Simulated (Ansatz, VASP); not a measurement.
One calculation of Co, two programs

Contents of INCAR:

```
SYSTEM = Co
  ALGO = Normal
  EDIFF = 1E-6
  ENCUT = 520
  GGA = PS
  ISIF = 2
  ISMEAR = -1
  ISPIN = 2
  LASPH = .True.
  LCHARG = .True.
  LELF = .True.
  LMAXMIX = 4
  LORBIT = 11
  LREAL = .False.
  LVHAR = .True.
  LWAVE = .False.
  MAGMOM = 3 -3
  NBANDS = 20
  NELM = 150
  PREC = Accurate
  SIGMA = 0.1
```

Contents of KPOINTS:

```
k-points
0
Gamma
  13 13 7
  0 0 0
```

File POSCAR:

```
Co
1.0
    2.4873648700      0.0000000000      0.0000000000
   -1.2436824400      2.1541211700      0.0000000000
    0.0000000000      0.0000000000      4.0632895000
Co
2
Direct
    0.6666666667      0.3333333333      0.2598610000
    0.3333333333      0.6666666667      0.7401390000
```

Input for Ansatz:

```yaml
crystal:
  lattice:
    - [2.48736487, 0.0, 0.0]
    - [-1.24368244, 2.15412117, 0.0]
    - [0.0, 0.0, 4.0632895]
  atoms:
    - { symbol: Co, position: [0.6666666666666666, 0.3333333333333333, 0.259861], spin: 3.0 }
    - { symbol: Co, position: [0.3333333333333333, 0.6666666666666666, 0.740139], spin: -3.0 }
kpoints:
  mp_grid:
    grid: [13, 13, 7]
    shift: [0.0, 0.0, 0.0]
hamiltonian:
  xc: pbesol
  pseudopotentials:
    kind: paw
magnetization:
  spin_polarized: true
scf:
  occupations:
    method: fermi_dirac
    width: 0.1
output:
  eigenvalues: true
```

Alike in both runs: task single point; functional PBEsol; k mesh 13 × 13 × 7; occupations fermi-dirac, width 0.1 eV; collinear spin.

|  | VASP | Ansatz |
| --- | --- | --- |
| version | VASP 6.6.1 | Ansatz 0.2.0 |
| potentials or method | VASP PAW PBE potentials, release 64 (Co) | plane waves, PAW |
| plane-wave cutoff (eV) | 520 | 420 |
| valence electrons in the cell | 18 | 34 |

VASP gave:

* gap on the k mesh at the Fermi level (eV): none
* net moment per atom (μB): 0.00
* size of the moment on the site where the two differ most (μB): 0.67

What did Ansatz give for the same quantities?

gap on the k mesh at the Fermi level (eV): none; net moment per atom (μB): 1.61; size of the moment on the site where the two differ most (μB): 1.68.

The net moments are unlike, so the other rows may belong to different states. VASP's potentials were made for PBE, not for PBEsol. Site moments also hang on the region over which each program counts them. A gap of «none» marks a metal or a gap that the smearing closes. VASP's potentials hold 18 valence electrons a cell and Ansatz's 34, so a difference there can come from the potentials and not from the codes. Ansatz's warnings: seeded moment not kept.
